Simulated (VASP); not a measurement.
Set up this calculation in VASP 6.6.1, as the native input.

- Task: single point
- Functional: PBE
- Potentials or basis: VASP PAW PBE potentials, release 64 (Dy_3, Ti_sv), 4f in core
- Cutoff: 500 eV
- k mesh: 4 × 4 × 4
- Occupations: gaussian, width 0.2 eV
- Spin: no spin polarisation
- Dipole correction: no
- Mended: yes
- Further INCAR settings: ALGO = Normal; EDIFF = 1e-06; NBANDS = 39

The structure of Dy2Ti lies in POSCAR:

```
Dy2Ti
1.0
    0.0000000000      4.3245190457      4.3245190457
    4.3245190457      0.0000000000      4.3245190457
    4.3245190457      4.3245190457      0.0000000000
Dy Ti
4 2
Direct
    0.1250000000      0.1250000000      0.6250000000
    0.1250000000      0.6250000000      0.1250000000
    0.1250000000      0.1250000000      0.1250000000
    0.6250000000      0.1250000000      0.1250000000
    0.7500000000      0.7500000000      0.7500000000
    0.5000000000      0.5000000000      0.5000000000
```

The cell was built from a structure type or drawn by symmetry, and may not be a known phase.

The input as run:

INCAR

```
SYSTEM = Dy2Ti
  PREC = Accurate
  ENCUT = 500
  EDIFF = 1E-6
  ISMEAR = 0
  SIGMA = 0.2
  LREAL = .FALSE.
  LASPH = .TRUE.
  NELM = 200
  ALGO = Normal
  ISIF = 2
  LWAVE = .FALSE.
  LCHARG = .FALSE.
  GGA = PE
  NBANDS = 39
  GGA_COMPAT = .FALSE.
  LMAXMIX = 6
```

KPOINTS

```
regular mesh
0
G
  4 4 4
  0 0 0
```

Potentials or basis: VASP PAW PBE potentials, release 64 (Dy_3, Ti_sv), 4f in core.

The run is started by

```bash
$ cat potpaw_PBE.64/Dy_3/POTCAR potpaw_PBE.64/Ti_sv/POTCAR > POTCAR
$ mpirun -np 1 vasp_std > vasp.out
```

It gave:

| Quantity | Value |
| --- | --- |
| Pressure | 0.9 GPa |
| Band gap on the k mesh | zero (bands 30 and 31 overlap by 0.25 eV) |

Caveat: spin-orbit coupling is left out, which moves the levels of the heavy elements; the 4f electrons are frozen in the core, so they carry no moment and show no levels.

Wall time 61 s on 1 thread of AMD EPYC 9R45 96-Core Processor (Zen 5), with other jobs on the host, peak memory 0.3 GiB.
